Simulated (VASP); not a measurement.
Nb: single point with PBE

Crystal: Nb.

```
CELL_PARAMETERS angstrom
2.72055 0.00000 0.00000
0.00000 2.72055 0.00000
0.00000 0.00000 2.72055
ATOMIC_POSITIONS crystal
Nb 0.00000 0.00000 0.00000
```

```
Program                : VASP 6.6.1
Task                   : single point
Functional             : PBE
Potentials or basis    : VASP PAW PBE potentials, release 64 (Nb_sv)
Cutoff                 : 520 eV
k mesh                 : 13 × 13 × 13
Occupations            : fermi-dirac, width 0.1 eV
Spin                   : no spin polarisation
Dipole correction      : no
Further INCAR settings : ALGO = Normal; EDIFF = 1e-06; NBANDS = 12
```

The pressure is -0.6 GPa.

Levels at points of the mesh, in eV from the Fermi level:
```
           k point  band 3  band 4  band 5  band 6  band 7  band 8  band 9  band 10  band 11  band 12
(0.00, 0.00, 0.00)  -29.99  -29.99   -5.62   -2.80   -2.80    5.05    5.05     5.05    14.57    14.57
```

It took 23 s on 1 thread of AMD EPYC 7R43 64-Core Processor (Zen 3), with other jobs on the host, peak memory 0.09 GiB.
